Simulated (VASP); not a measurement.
Here is a VASP 6.6.1 calculation.

File INCAR:

```
SYSTEM = Li2S
  PREC = Accurate
  ENCUT = 750
  EDIFF = 1E-7
  ISMEAR = -1
  SIGMA = 0.02
  LREAL = .False.
  LASPH = .True.
  NELM = 120
  ALGO = Normal
  ISIF = 3
  LWAVE = .False.
  LCHARG = .False.
  GGA = PE
  IBRION = 2
  NSW = 80
  EDIFFG = -0.005
  GGA_COMPAT = .False.
  NELMIN = 4
```

KPOINTS

```
regular mesh
0
Gamma
  8 8 8
  0 0 0
```

POSCAR

```
Li2S
1.0
    0.0000000000      2.6251423920      2.6251423920
    2.6251423920      0.0000000000      2.6251423920
    2.6251423920      2.6251423920      0.0000000000
S Li
1 2
Direct
    0.0000000000      0.0000000000      0.0000000000
    0.2500000000      0.2500000000      0.2500000000
    0.7500000000      0.7500000000      0.7500000000
```

Potentials or basis: VASP PAW PBE potentials, release 64 (S, Li_sv).

Command:

```sh
$ cat potpaw_PBE.64/S/POTCAR potpaw_PBE.64/Li_sv/POTCAR > POTCAR
$ mpirun -np 1 vasp_std > vasp.out
```

**Question.** What does it give for the relaxed volume?

**Answer.** 15.41 Å³/atom.

**Question.** Estimate the space group after relaxing (to 0.1 Å).

**Answer.** Fm-3m (No. 225).

**Question.** Estimate the relaxed cell.

**Answer.** a = 4.028 Å, b = 4.028 Å, c = 4.028 Å, α = 60.00°, β = 60.00°, γ = 60.00°.

Final structure:
```
S Li
1.0
     0.00000    2.84839    2.84839
     2.84839    0.00000    2.84839
     2.84839    2.84839    0.00000
S Li
1 2
Direct
  0.00000 0.00000 0.00000
  0.25000 0.25000 0.25000
  0.75000 0.75000 0.75000
```

Caveat: the volume moved by over 15 % at a fixed basis, so the end points are rough.
